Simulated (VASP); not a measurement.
Crystal: LaB6.

```
La B
1.0
     4.21208    0.00000    0.00000
     0.00000    4.21208    0.00000
     0.00000    0.00000    4.21208
La B
1 6
Direct
  0.00000 0.00000 0.00000
  0.19853 0.50000 0.50000
  0.50000 0.19853 0.50000
  0.80147 0.50000 0.50000
  0.50000 0.80147 0.50000
  0.50000 0.50000 0.19853
  0.50000 0.50000 0.80147
```

- Program: VASP 6.6.1
- Task: relaxation of cell and atoms
- Functional: PBE
- Potentials or basis: VASP PAW PBE potentials, release 64 (La, B)
- Cutoff: 600 eV
- k mesh: 6 × 6 × 6
- Occupations: gaussian, width 0.0343 eV
- Spin: no spin polarisation

At the start: pressure -7.0 GPa; volume 10.68 Å³/atom.

**Question.** Where does the relaxation end?

**Answer.** Over 5 steps the energy falls by 10.8 meV/atom and the volume is 10.24 Å³/atom (-4.1 %); space group Pm-3m (No. 221, to 0.1 Å) before and after.

The path:
| step | energy change (eV) | largest force (eV/Å) | pressure (GPa) | volume (Å³) |
| --- | --- | --- | --- | --- |
| 1 | 0.0000 | 0.4057 | -7.04 | 74.73 |
| 2 | 0.0057 | 1.0852 | 5.96 | 69.77 |
| 3 | -0.0694 | 0.2736 | -1.08 | 72.22 |
| 4 | -0.0686 | 0.3193 | 1.06 | 71.16 |
| 5 | -0.0753 | 0.0079 | -0.08 | 71.70 |

Final structure:
```
La B
1.0
     4.15438    0.00000    0.00000
     0.00000    4.15438    0.00000
     0.00000    0.00000    4.15438
La B
1 6
Direct
  0.00000 0.00000 0.00000
  0.19960 0.50000 0.50000
  0.50000 0.19960 0.50000
  0.80040 0.50000 0.50000
  0.50000 0.80040 0.50000
  0.50000 0.50000 0.19960
  0.50000 0.50000 0.80040
```
